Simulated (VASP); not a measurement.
# MgO (Fm-3m) in VASP: a series of runs, part 2 of 2

VASP 6.6.1.

## (4) Single point, PBE

This run uses another cell than the first one, of 7.88 Å³/atom, 0.940 times its volume.

Input file INCAR:

```
SYSTEM = MgO
PREC = Accurate
ENCUT = 600
EDIFF = 1E-6
ISMEAR = 0
SIGMA = 0.01
LREAL = .False.
LASPH = .True.
NELM = 120
ALGO = Normal
ISIF = 2
LWAVE = .False.
LCHARG = .False.
GGA = PE
NBANDS = 11
GGA_COMPAT = .False.
```

Input file KPOINTS:

```
regular mesh
0
Gamma
  4 4 4
  0 0 0
```

Input file POSCAR:

```
MgO
1.0
    0.0000000000      1.9898577500      1.9898577500
    1.9898577500      0.0000000000      1.9898577500
    1.9898577500      1.9898577500      0.0000000000
Mg O
1 1
Direct
    0.0000000000      0.0000000000      0.0000000000
    0.5000000000      0.5000000000      0.5000000000
```

The run is started by

```console
> cat potpaw_PBE.64/Mg/POTCAR potpaw_PBE.64/O/POTCAR > POTCAR
> mpirun -np 1 vasp_std > vasp.out
```

Wall time 3.1 s (1 thread of Intel Xeon Platinum 8488C (Sapphire Rapids), shared host); peak memory 0.13 GiB.

The run converged. Its results:

```yaml
Free_energy: -11.4994 eV
Pressure: 44.2 GPa
Band_gap_on_the_k_mesh: 6.56 eV, direct
```

Levels at points of the mesh, in eV from the valence-band top:
| k point | band 1 | band 2 | band 3 | band 4 | band 5 | band 6 | band 7 | band 8 |
| --- | --- | --- | --- | --- | --- | --- | --- | --- |
| (0.00, 0.00, 0.00) | -18.23 | 0.00 | 0.00 | 0.00 | 6.56 | 16.74 | 16.74 | 16.74 |
| (0.50, 0.00, 0.00) | -16.46 | -5.43 | -0.87 | -0.87 | 9.03 | 14.62 | 18.13 | 18.13 |
| (0.50, 0.50, 0.00) | -16.15 | -4.83 | -1.60 | -1.60 | 9.25 | 11.95 | 15.02 | 21.73 |

Caveat: the k points lie up to 0.68 Å⁻¹ apart.

## (5) Single point, PBE

This run uses another cell than the first one, of 8.88 Å³/atom, 1.060 times its volume.

Input file INCAR:

```
PREC = Accurate
ENCUT = 600
EDIFF = 1E-6
ISMEAR = 0
SIGMA = 0.01
LREAL = False
LASPH = True
NELM = 120
ALGO = Normal
ISIF = 2
LWAVE = False
LCHARG = True
GGA = PE
LELF = True
LVHAR = True
NBANDS = 11
GGA_COMPAT = False
```

Input file KPOINTS:

```
regular mesh
0
Gamma
  4 4 4
```

Input file POSCAR:

```
MgO
1.0
    0.0000000000      2.0711650200      2.0711650200
    2.0711650200      0.0000000000      2.0711650200
    2.0711650200      2.0711650200      0.0000000000
Mg O
1 1
Direct
    0.0000000000      0.0000000000      0.0000000000
    0.5000000000      0.5000000000      0.5000000000
```

Potentials or basis: VASP PAW PBE potentials, release 64 (Mg, O).

The run is started by

```console
> cat potpaw_PBE.64/Mg/POTCAR potpaw_PBE.64/O/POTCAR > POTCAR
> mpirun -np 1 vasp_std > vasp.out
```

OUTCAR:

```text
PREC = Accurate
   ENCUT = 600
   EDIFF = 1E-6
   ISMEAR = 0
   LREAL = False
   LASPH = True
   NELM = 120
   ISIF = 2
   GGA = PE

 ion  position               nearest neighbor table
   1  0.000  0.000  0.000-   2 2.07   2 2.07   2 2.07   2 2.07   2 2.07   2 2.07
   2  0.500  0.500  0.500-   1 2.07   1 2.07   1 2.07   1 2.07   1 2.07   1 2.07

  LATTYP: Found a face centered cubic cell.
 ALAT       =     4.1423300400

  Lattice vectors:

 A1 = (   0.0000000000,   2.0711650200,   2.0711650200)
 A2 = (   2.0711650200,   0.0000000000,   2.0711650200)
 A3 = (   2.0711650200,   2.0711650200,   0.0000000000)

Analysis of symmetry for initial positions (statically):
=====================================================================
 Subroutine PRICEL returns:
 Original cell was already a primitive cell.

 Routine SETGRP: Setting up the symmetry group for a
 face centered cubic supercell.

 Subroutine GETGRP returns: Found 48 space group operations
 (whereof 48 operations were pure point group operations)
 out of a pool of 48 trial point group operations.

The static configuration has the point symmetry O_h .

Analysis of symmetry for dynamics (positions and initial velocities):
[... 153 lines left out ...]
      3       3.5860      2.00000
      4       3.5860      2.00000
      5       8.8097      0.00000
      6      19.6590      0.00000
      7      19.6590      0.00000
      8      19.6590      0.00000
      9      23.7110      0.00000
     10      25.5430      0.00000
     11      25.5430      0.00000
[... 85 lines left out ...]
 k-point     8 :      -0.2500    0.5000    0.2500
  band No.  band energies     occupation
      1     -12.1895      2.00000
      2       0.4658      2.00000
      3       0.4658      2.00000
      4       1.7204      2.00000
      5      15.5723      0.00000
      6      15.5723      0.00000
      7      16.3680      0.00000
      8      19.7679      0.00000
      9      26.2246      0.00000
     10      26.2246      0.00000
     11      30.7584      0.00000

------------------------ aborting loop because EDIFF is reached ----------------------------------------

  FORCE on cell =-STRESS in cart. coord.  units (eV):
  Direction    XX          YY          ZZ          XY          YZ          ZX
  --------------------------------------------------------------------------------------
  -------------------------------------------------------------------------------------
  Total        1.4473839      1.4473839      1.4473839      0.0000000      0.0000000     -0.0000000
  in kB      130.5029184    130.5029184    130.5029184      0.0000000      0.0000000     -0.0000000
  external PRESSURE =     130.5029184 kB  Pullay stress =       0.0000000 kB

 VOLUME and BASIS-vectors are now :
 -----------------------------------------------------------------------------
  energy-cutoff  :      600.00
  volume of cell :       17.77
      direct lattice vectors                 reciprocal lattice vectors
     0.000000000  2.071165020  2.071165020    -0.241410025  0.241410025  0.241410025
     2.071165020  0.000000000  2.071165020     0.241410025 -0.241410025  0.241410025
     2.071165020  2.071165020  0.000000000     0.241410025  0.241410025 -0.241410025

 POSITION                                       TOTAL-FORCE (eV/Angst)
 -----------------------------------------------------------------------------------
      0.00000      0.00000      0.00000         0.000000     -0.000000      0.000000
      2.07117      2.07117      2.07117        -0.000000      0.000000      0.000000
 -----------------------------------------------------------------------------------
    total drift:                               -0.000000     -0.000000      0.000000

  FREE ENERGIE OF THE ION-ELECTRON SYSTEM (eV)
  ---------------------------------------------------
  free  energy   TOTEN  =       -11.8471592011 eV

  energy  without entropy=      -11.8471592011  energy(sigma->0) =      -11.84715920
```

OSZICAR:

```text
N       E                     dE             d eps       ncg     rms          rms(c)
DAV:   1     0.202622960405E+02    0.20262E+02   -0.49514E+03   192   0.736E+02
DAV:   2    -0.127592851445E+02   -0.33022E+02   -0.32577E+02   205   0.155E+02
DAV:   3    -0.134270342447E+02   -0.66775E+00   -0.66744E+00   215   0.202E+01
DAV:   4    -0.134285572971E+02   -0.15231E-02   -0.15230E-02   191   0.109E+00
DAV:   5    -0.134285625095E+02   -0.52125E-05   -0.52125E-05   206   0.619E-02    0.728E+00
DAV:   6    -0.118622261687E+02    0.15663E+01   -0.83803E+00   185   0.164E+01    0.214E+00
DAV:   7    -0.118521986061E+02    0.10028E-01   -0.48927E-02   182   0.204E+00    0.134E+00
DAV:   8    -0.118475091172E+02    0.46895E-02   -0.25211E-02   185   0.181E+00    0.224E-01
DAV:   9    -0.118471514279E+02    0.35769E-03   -0.60559E-04   200   0.169E-01    0.123E-01
DAV:  10    -0.118471577976E+02   -0.63696E-05   -0.54296E-04   185   0.171E-01    0.131E-02
DAV:  11    -0.118471592611E+02   -0.14635E-05   -0.44990E-06   200   0.176E-02    0.462E-03
DAV:  12    -0.118471592011E+02    0.60031E-07   -0.58132E-07    94   0.617E-03
   1 F= -.11847159E+02 E0= -.11847159E+02  d E =-.590298E-18
```

stdout:

```text
POSCAR found type information on POSCAR MgO
 POSCAR found :  2 types and       2 ions
 scaLAPACK will be used
 LDA part: xc-table for (Slater+PW92), standard interpolation
 POSCAR, INCAR and KPOINTS ok, starting setup
 FFT: planning ... GRIDC
 FFT: planning ... GRID_SOFT
 FFT: planning ... GRID
 WAVECAR not read
 entering main loop
```

Wall time 4.1 s (1 thread of Intel Xeon Platinum 8488C (Sapphire Rapids), shared host); peak memory 0.13 GiB.

Results:

```yaml
Free_energy: -11.8472 eV
Pressure: 13.1 GPa
Band_gap_on_the_k_mesh: 5.22 eV, direct
```

Caveat: the k points lie up to 0.66 Å⁻¹ apart. PBE gaps usually lie below the measured ones, often by a third to a half.

## (6) Summary

| cell | gap on the mesh (eV) | pressure (GPa) |
| --- | --- | --- |
| a = 2.873 Å, angles 60.0°, 2 atoms | 5.85 | 26.4 |
| a = 2.814 Å, angles 60.0°, 2 atoms | 6.56 | 44.2 |
| a = 2.929 Å, angles 60.0°, 2 atoms | 5.22 | 13.1 |

Alike in all rows: task single point; level PBE; potentials or basis VASP PAW PBE potentials, release 64 (Mg, O); no spin polarisation; k mesh 4 × 4 × 4; cutoff (eV) 600; smearing gaussian 0.01 eV.

Caveats: all runs use coarse meshes.

Total energies depend on the potentials used, so only differences within one code and one set of settings carry meaning.
